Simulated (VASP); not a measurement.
Write the native input for VASP 6.6.1 that does the following.

- Task: single point
- Functional: PBEsol
- Potentials or basis: VASP PAW PBE potentials, release 64 (Ti_sv, Al)
- Cutoff: 520 eV
- k mesh: 18 × 18 × 6
- Occupations: gaussian, width 0.15 eV
- Spin: no spin polarisation
- Dipole correction: no
- Further INCAR settings: ALGO = Fast; EDIFF = 1e-06; NBANDS = 28

The structure of Ti3Al lies in POSCAR:

```
Ti3Al
1.0
    2.6503369693      0.0000000000      0.0000000000
   -1.3251684846      2.2952591440      0.0000000000
    0.0000000000      0.0000000000     10.0341757657
Ti Al
3 1
Direct
    0.6666666667      0.3333333333      0.0000000000
    0.3333333333      0.6666666667      0.7511732072
    0.3333333333      0.6666666667      0.2488267928
    0.6666666667      0.3333333333      0.5000000000
```

These files were run (other wordings do the same):

INCAR

```
SYSTEM = Ti3Al
  ALGO = Fast
  EDIFF = 1E-6
  ENCUT = 520
  GGA = PS
  ISIF = 2
  ISMEAR = 0
  LASPH = .TRUE.
  LCHARG = .FALSE.
  LREAL = .FALSE.
  LWAVE = .FALSE.
  NBANDS = 28
  NELM = 60
  PREC = Accurate
  SIGMA = 0.15
```

KPOINTS

```
k-points
0
G
  18 18 6
  0 0 0
```

Potentials or basis: VASP PAW PBE potentials, release 64 (Ti_sv, Al).

Launch:

```console
$ cat potpaw_PBE.64/Ti_sv/POTCAR potpaw_PBE.64/Al/POTCAR > POTCAR
$ mpirun -np 1 vasp_std > vasp.out
```

It gave:

The pressure is 9.8 GPa and the largest force is 0.717 eV/Å. The band gap on the k mesh is zero (an odd number of electrons rules out a gap without spin polarisation).

Caveat: the cell stands under pressure; the PAW data sets were made with another functional, which shifts forces and pressure a little.

Run time: 5.5 min on 1 thread of Intel(R) Xeon(R) 6975P-C (Granite Rapids), with other jobs on the host, peak memory 0.33 GiB.
